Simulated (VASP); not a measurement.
# SnTe: single point with PBE

The system is SnTe.

```
CELL_PARAMETERS angstrom
0.00000 3.17956 3.17956
3.17956 0.00000 3.17956
3.17956 3.17956 0.00000
ATOMIC_POSITIONS crystal
Sn 0.01435 0.98565 0.98565
Te 0.48665 0.51335 0.51335
```

This cell differs from its parent crystal: atoms displaced along a vibrational mode, the cell strained.

* Program: VASP 6.6.1
* Task: single point
* Functional: PBE
* Potentials or basis: VASP PAW PBE potentials, release 64 (Sn_d, Te)
* Cutoff: 520 eV
* k mesh: 10 × 10 × 10
* Occupations: gaussian, width 0.03 eV
* Spin: no spin polarisation
* Dipole correction: no
* Further INCAR settings: ALGO = Normal; EDIFF = 1e-07; NBANDS = 17

- Pressure: 1.4 GPa
- Largest force: 0.107 eV/Å
- Band gap on the k mesh: 0.46 eV

Forces in eV/Å, atoms in the order of the input:
```
Sn   0.107  0.000  0.000
Te  -0.107  0.000  0.000
```

Stress tensor (GPa, compression positive):
```
1.98 0.00 0.00
0.00 1.08 0.00
0.00 0.00 1.08
```

Levels at points of the mesh, in eV from the valence-band top:
```tsv
k point	band 6	band 7	band 8	band 9	band 10	band 11	band 12	band 13	band 14	band 15
(0.00, 0.00, 0.00)	-12.45	-4.57	-1.95	-1.86	-1.86	3.28	3.28	3.55	5.00	5.17
(0.50, 0.00, 0.00)	-11.25	-7.99	-1.70	-1.58	0.00	0.46	0.63	0.79	7.81	8.94
(0.50, 0.50, 0.00)	-10.97	-6.26	-5.20	-3.42	-3.40	2.30	5.07	5.14	6.36	9.11
(0.00, 0.50, 0.50)	-10.94	-6.53	-4.93	-3.43	-3.43	2.47	5.00	5.00	6.46	9.13
```

Wall time 72 s on 1 thread of AMD EPYC 9R45 96-Core Processor (Zen 5) (shared host), peak memory 0.25 GiB.

Caveat: the cell differs from its parent crystal (atoms displaced along a vibrational mode, the cell strained); semilocal functionals underestimate gaps, and a narrow one can read as zero; spin-orbit coupling is left out, which moves the levels of the heavy elements. A k mesh can miss the band edges.
